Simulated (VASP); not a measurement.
# MgO (P6_3mc) in VASP: a series of runs, part 2 of 2

VASP 6.6.1. Earlier steps stand in the parts before.

## (6) Single point, PBE

This run uses another cell than the first one, of 11.37 Å³/atom, 0.774 times its volume.

INCAR

```
PREC = Accurate
ENCUT = 520
EDIFF = 1E-6
ISMEAR = 0
SIGMA = 0.05
LREAL = False
LASPH = True
NELM = 60
ALGO = Normal
ISIF = 2
LWAVE = False
LCHARG = False
GGA = PE
NBANDS = 16
```

KPOINTS

```
regular mesh
0
Gamma
  9 9 6
```

POSCAR

```
MgO
1.0
    3.1606000000      0.0000000000      0.0000000000
   -1.5803000000      2.7371598912      0.0000000000
    0.0000000000      0.0000000000      5.2581000000
Mg O
2 2
Direct
    0.3333333333      0.6666666667      0.0063188013
    0.6666666667      0.3333333333      0.5063188013
    0.3333333333      0.6666666667      0.3982811987
    0.6666666667      0.3333333333      0.8982811987
```

Potentials or basis: VASP PAW PBE potentials, release 64 (Mg, O).

The run is started by

```sh
> cat potpaw_PBE.64/Mg/POTCAR potpaw_PBE.64/O/POTCAR > POTCAR
> mpirun -np 1 vasp_std > vasp.out
```

OUTCAR:

```text
PREC = Accurate
   ENCUT = 520
   EDIFF = 1E-6
   ISMEAR = 0
   LREAL = False
   LASPH = True
   NELM = 60
   ISIF = 2
   GGA = PE

 ion  position               nearest neighbor table
   1  0.333  0.667  0.006-   4 1.91   4 1.91   4 1.91   3 2.06   2 3.20   2 3.20   2 3.20   2 3.20
                             2 3.20   2 3.20
   2  0.667  0.333  0.506-   3 1.91   3 1.91   3 1.91   4 2.06   1 3.20   1 3.20   1 3.20   1 3.20
                             1 3.20   1 3.20
   3  0.333  0.667  0.398-   2 1.91   2 1.91   2 1.91   1 2.06
   4  0.667  0.333  0.898-   1 1.91   1 1.91   1 1.91   2 2.06

  LATTYP: Found a hexagonal cell.
 ALAT       =     3.1606000000
 C/A-ratio  =     1.6636398152

  Lattice vectors:

 A1 = (   3.1606000000,   0.0000000000,   0.0000000000)
 A2 = (  -1.5803000000,   2.7371598912,   0.0000000000)
 A3 = (   0.0000000000,   0.0000000000,   5.2581000000)

Analysis of symmetry for initial positions (statically):
=====================================================================
 Subroutine PRICEL returns:
 Original cell was already a primitive cell.

 Routine SETGRP: Setting up the symmetry group for a
 hexagonal supercell.

 Subroutine GETGRP returns: Found 12 space group operations
 (whereof  6 operations were pure point group operations)
 out of a pool of 24 trial point group operations.

The static configuration has the point symmetry C_3v.
 The point group associated with its full space group is C_6v.

Analysis of symmetry for dynamics (positions and initial velocities):
=====================================================================
 Subroutine PRICEL returns:
 Original cell was already a primitive cell.

 Routine SETGRP: Setting up the symmetry group for a
 hexagonal supercell.

 Subroutine GETGRP returns: Found 12 space group operations
 (whereof  6 operations were pure point group operations)
[... 121 lines left out ...]
   EFERMI =   0.00;   METHOD = LEGACY
   ISMEAR =     0;   SIGMA  =   0.05  broadening in eV -4-tet -1-fermi 0-gaus
   EFERMI_NEDOS =   21; number of points for ismear=-14 and -15
   IALGO  =     38    algorithm
   IMIX   =      4    mixing-type and parameters
     AMIX     =   0.40;   BMIX     =  1.00
     AMIX_MAG =   1.60;   BMIX_MAG =  1.00
  volume/ion in A,a.u.               =      11.37        76.74
  Fermi-wavevector in a.u.,A,eV,Ry     =   1.155621  2.183806 18.170025  1.335459
  Thomas-Fermi vector in A             =   2.292248
   LORBIT       =      0    0 simple, 1 ext, 2 COOP (PROOUT), +10 PAW based schemes
   GGA     = PE    functional components
   LHFCALC =     F    Hartree Fock is set to
   AEXX    =    0.0000 exact exchange contribution
   IVDW    =     0    specifies the selected vdW correction
   LEPSILON=     F    determine dielectric tensor
   LRPA    =     F    only Hartree local field effects (RPA)
 non-spin polarized calculation
 Gauss-broadening in eV      SIGMA  =   0.05
  energy-cutoff  :      520.00
  volume of cell :       45.49
 maximum number of plane-waves:      1242
 NGX is ok and might be reduce to    24
   NGX = 11   NGY = 11   NGZ = 19

 number of electron      15.9999988 magnetization

 Free energy of the ion-electron system (eV)
  ---------------------------------------------------
  ext. energy  EPLUGINS =         0.00000000
  ---------------------------------------------------
  free energy    TOTEN  =       -23.31672701 eV

  energy without entropy =      -23.31672701  energy(sigma->0) =      -23.31672701

 E-fermi :   1.3516     XC(G=0):  -9.8984

 val. band max:        1.0896004867   @ k =   0.0000   0.0000   0.0000
 cond. band min:       4.9989258980   @ k =   0.0000   0.0000   0.0000
 fundamental gap:      3.9093254113
 Fermi energy:         1.3516299451

 k-point     1 :       0.0000    0.0000    0.0000
  band No.  band energies     occupation
      1     -15.0419      2.00000
      2     -14.3377      2.00000
      3      -2.2029      2.00000
      4       0.7679      2.00000
      5       0.7679      2.00000
      6       0.9749      2.00000
[... 433 lines left out ...]
      3      -1.3601      2.00000
      4      -0.8433      2.00000
      5      -0.8433      2.00000
      6      -0.3335      2.00000
[... 8 lines left out ...]
     15      15.1043      0.00000
     16      19.7546      0.00000

 [... further k-points ...]
[... 5 lines left out ...]
  --------------------------------------------------------------------------------------
  -------------------------------------------------------------------------------------
  Total        4.7184866      4.7184866     -0.4163389      0.0000000      0.0000000      0.0000000
  in kB      166.1937788    166.1937788    -14.6642214      0.0000000      0.0000000      0.0000000
  external PRESSURE =     105.9077788 kB  Pullay stress =       0.0000000 kB

 VOLUME and BASIS-vectors are now :
 -----------------------------------------------------------------------------
  energy-cutoff  :      520.00
  volume of cell :       45.49
      direct lattice vectors                 reciprocal lattice vectors
     3.160600000  0.000000000  0.000000000     0.316395621  0.182671097  0.000000000
    -1.580300000  2.737159891  0.000000000     0.000000000  0.365342194  0.000000000
     0.000000000  0.000000000  5.258100000     0.000000000  0.000000000  0.190182766

 POSITION                                       TOTAL-FORCE (eV/Angst)
 -----------------------------------------------------------------------------------
     -0.00000      1.82477      0.03322        -0.000000      0.000000      0.704512
      1.58030      0.91239      2.66227         0.000000      0.000000      0.704512
     -0.00000      1.82477      2.09420         0.000000      0.000000     -0.704512
      1.58030      0.91239      4.72325        -0.000000     -0.000000     -0.704512
 -----------------------------------------------------------------------------------
    total drift:                               -0.000000     -0.000000     -0.000507

  FREE ENERGIE OF THE ION-ELECTRON SYSTEM (eV)
  ---------------------------------------------------
  free  energy   TOTEN  =       -23.3167270111 eV

  energy  without entropy=      -23.3167270111  energy(sigma->0) =      -23.31672701
```

stdout:

```text
POSCAR found type information on POSCAR MgO
 POSCAR found :  2 types and       4 ions
 scaLAPACK will be used
 LDA part: xc-table for (Slater+PW92), standard interpolation
 POSCAR, INCAR and KPOINTS ok, starting setup
 FFT: planning ... GRIDC
 FFT: planning ... GRID_SOFT
 FFT: planning ... GRID
 WAVECAR not read
 entering main loop
```

Run time: 24 s. Hardware: 1 thread of Intel Xeon Platinum 8488C (Sapphire Rapids), shared host; peak memory 0.17 GiB.

Results:

| Item | Value |
| --- | --- |
| Free energy | -23.3167 eV |
| Pressure | 10.6 GPa |
| Largest force | 0.705 eV/Å |
| Band gap on the k mesh | 3.91 eV, direct |

Forces on the atoms (eV/Å):
```
Mg   0.000  0.000  0.705
Mg   0.000  0.000  0.705
O    0.000  0.000 -0.705
O    0.000  0.000 -0.705
```

Levels at points of the mesh, in eV from the valence-band top:
```
           k point  band 4  band 5  band 6  band 7  band 8  band 9  band 10  band 11  band 12  band 13
(0.00, 0.00, 0.00)   -0.32   -0.32   -0.11   -0.11    0.00    3.91     9.19    10.27    15.56    15.56
(0.00, 0.00, 0.50)   -1.99   -0.22   -0.22   -0.22   -0.22    6.39     6.39    13.17    13.17    16.08
```

A k mesh can miss the band edges. A hybrid or GW would open this gap; PBE tends to underestimate it.

## (7) Summary

| cell | gap on the mesh (eV) | pressure (GPa) | largest force (eV/Å) |
| --- | --- | --- | --- |
| a = 3.547, b = 3.547, c = 5.395 Å, angles 90.0, 90.0, 120.0°, 4 atoms | 2.45 | -15.2 | 0.05 |
| a = 3.161, b = 3.161, c = 5.122 Å, angles 90.0, 90.0, 120.0°, 4 atoms | 4.02 | 14.0 | 0.52 |
| a = 3.238, b = 3.238, c = 4.985 Å, angles 90.0, 90.0, 120.0°, 4 atoms | 3.80 | 9.5 | 0.09 |
| a = 3.083, b = 3.083, c = 5.531 Å, angles 90.0, 90.0, 120.0°, 4 atoms | 3.82 | 14.2 | 1.19 |
| a = 3.161, b = 3.161, c = 5.258 Å, angles 90.0, 90.0, 120.0°, 4 atoms | 3.91 | 10.6 | 0.70 |

Alike in all rows: task single point; level PBE; potentials or basis VASP PAW PBE potentials, release 64 (Mg, O); no spin polarisation; k mesh 9 × 9 × 6; cutoff (eV) 520; smearing gaussian 0.05 eV.

Caveats: forces of over 1 eV/Å act on the atoms, so gaps and moduli don't describe the material at rest (some runs).

Absolute energies hang on the potentials; compare differences alone.
